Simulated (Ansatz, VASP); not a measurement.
# SnO: VASP beside Ansatz

INCAR

```
SYSTEM = SnO
  PREC = Accurate
  ENCUT = 910
  EDIFF = 1E-6
  ISMEAR = -1
  SIGMA = 0.05
  LREAL = .False.
  LASPH = .True.
  NELM = 120
  ALGO = Normal
  ISIF = 2
  LWAVE = .False.
  LCHARG = .False.
  GGA = RE
  NBANDS = 28
  GGA_COMPAT = .False.
```

The input KPOINTS:

```
regular mesh
0
Gamma
  4 4 3
  0 0 0
```

The input POSCAR:

```
SnO
1.0
    3.8136952200      0.0000000000      0.0000000000
    0.0000000000      3.8136952200      0.0000000000
    0.0000000000      0.0000000000      4.8869133000
Sn O
2 2
Direct
    0.5000000000      0.0000000000      0.7646261400
    0.0000000000      0.5000000000      0.2353738600
    0.0000000000      0.0000000000      0.0000000000
    0.5000000000      0.5000000000      0.0000000000
```

The input input.yaml:

```yaml
crystal:
  lattice:
    - [3.81369522, 0.0, 0.0]
    - [0.0, 3.81369522, 0.0]
    - [0.0, 0.0, 4.8869133]
  atoms:
    - { symbol: Sn, position: [0.5, 0.0, 0.76462614] }
    - { symbol: Sn, position: [0.0, 0.5, 0.23537386] }
    - { symbol: O, position: [0.0, 0.0, 0.0] }
    - { symbol: O, position: [0.5, 0.5, 0.0] }
hamiltonian:
  xc: revpbe
  pseudopotentials: { kind: paw }
kpoints:
  mp_grid: { grid: [4, 4, 3] }
scf:
  occupations: { method: fermi_dirac, width: 0.05 }
  n_extra_bands: 10
output:
  forces: true
  stress: true
  eigenvalues: true
  dos: { projected: true, de: 0.05, nscf_kmesh: { grid: [6, 6, 5] } }
  write_density: true
  write_potential: true
  elf: true
  volumetric_format: npy
```

Alike in both runs: functional revPBE; k mesh 4 × 4 × 3; occupations fermi-dirac, width 0.05 eV; no spin polarisation.

|  | VASP | Ansatz |
| --- | --- | --- |
| version | VASP 6.6.1 | Ansatz 0.2.0 |
| potentials or method | VASP PAW PBE potentials, release 64 (Sn_d, O_h) | Ansatz PAW |
| plane-wave cutoff (eV) | 910 | 420 |
| valence electrons in the cell | 40 | 40 |
| task | single point | projected density of states |

```tsv
	VASP	Ansatz	Ansatz less VASP
gap on the k mesh at the Fermi level (eV)	0.16	0.14	-0.013
least direct gap on the mesh (eV)	2.05	2.06	+0.013
rms of the force components (eV/Å)	0.252	0.221	-0.0311
```

VASP's potentials were made for PBE, not for revPBE. Atom by atom the forces differ by 0.031 eV/Å (rms over components).

The k mesh is coarse, so the values compare programs but aren't converged. Noted on VASP's run: the cutoff is short for stress, so the pressure is rough. Noted on Ansatz's run: odd divisions of the mesh miss points on the zone boundary, where band edges often lie, so the gap on the mesh can be too wide.
